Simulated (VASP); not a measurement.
Set up this calculation in VASP 6.6.1, as the native input.

```
Task                            : G0W0 quasiparticle levels
Functional                      : PBE
Potentials or basis             : VASP PAW PBE potentials, release 64 (Cd_GW, Te_GW)
Cutoff                          : 500 eV
k mesh                          : 2 × 2 × 2
Occupations                     : gaussian, width 0.01 eV
Spin                            : no spin polarisation
Dipole correction               : no
GW scheme                       : G0W0
GW iterations                   : 1
Cutoff of the response function : 60
Frequency points                : 48
Empty bands                     : 30
Further INCAR settings          : ALGO = EVGW0; EDIFF = 1e-08; NBANDS = 39
```

Crystal: CdTe.

```
Cd Te
1.0
     0.00000    3.27990    3.27990
     3.27990    0.00000    3.27990
     3.27990    3.27990    0.00000
Cd Te
1 1
Direct
  0.00000 0.00000 0.00000
  0.25000 0.25000 0.25000
```

One way to write it, as run:

POSCAR

```
CdTe
1.0
    0.0000000000      3.2799012430      3.2799012430
    3.2799012430      0.0000000000      3.2799012430
    3.2799012430      3.2799012430      0.0000000000
Cd Te
1 1
Direct
    0.0000000000      0.0000000000      0.0000000000
    0.2500000000      0.2500000000      0.2500000000
```

INCAR.step1

```
PREC = Accurate
ENCUT = 500
EDIFF = 1E-8
ISMEAR = 0
SIGMA = 0.01
LREAL = False
LASPH = True
NELM = 60
ALGO = Normal
LWAVE = True
LCHARG = False
GGA = PE
```

INCAR.step2

```
PREC = Accurate
ENCUT = 500
EDIFF = 1E-8
ISMEAR = 0
SIGMA = 0.01
LREAL = False
LASPH = True
NELM = 1
ALGO = Exact
LWAVE = True
LCHARG = False
GGA = PE
NBANDS = 39
LOPTICS = True
ISTART = 1
```

INCAR.step3

```
PREC = Accurate
ENCUT = 500
EDIFF = 1E-8
ISMEAR = 0
SIGMA = 0.01
LREAL = False
LASPH = True
ALGO = EVGW0
LWAVE = False
LCHARG = False
GGA = PE
NELMGW = 1
NBANDS = 39
ENCUTGW = 60
NOMEGA = 48
PRECFOCK = Fast
ISTART = 1
NBANDSGW = 17
```

KPOINTS

```
Automatic mesh
0
Gamma
  2 2 2
```

Potentials or basis: VASP PAW PBE potentials, release 64 (Cd_GW, Te_GW).

Launch:

```bash
$ cat potpaw_PBE.64/Cd_GW/POTCAR potpaw_PBE.64/Te_GW/POTCAR > POTCAR
$ cp INCAR.step1 INCAR
$ mpirun -np 1 vasp_std > vasp.out
$ cp INCAR.step2 INCAR
$ mpirun -np 1 vasp_std > vasp.out
$ cp INCAR.step3 INCAR
$ mpirun -np 1 vasp_std > vasp.out
```

Results of the run:

```
Quasiparticle gap                                   : 1.20 eV
Least direct quasiparticle gap                      : 1.20 eV
Band gap of the starting levels on the mesh         : 0.52 eV
Least direct gap of the starting levels on the mesh : 0.52 eV
```

Caveat: the k points lie up to 0.83 Å⁻¹ apart; bands, screening cutoff and mesh are small and nothing is extrapolated, so the quasiparticle values aren't converged; spin-orbit coupling is left out, which moves the levels of the heavy elements.

Wall time 51 s on 1 thread of Intel(R) Xeon(R) Platinum 8259CL CPU @ 2.50GHz (Skylake/Cascade Lake), on a shared host, peak memory 0.6 GiB.
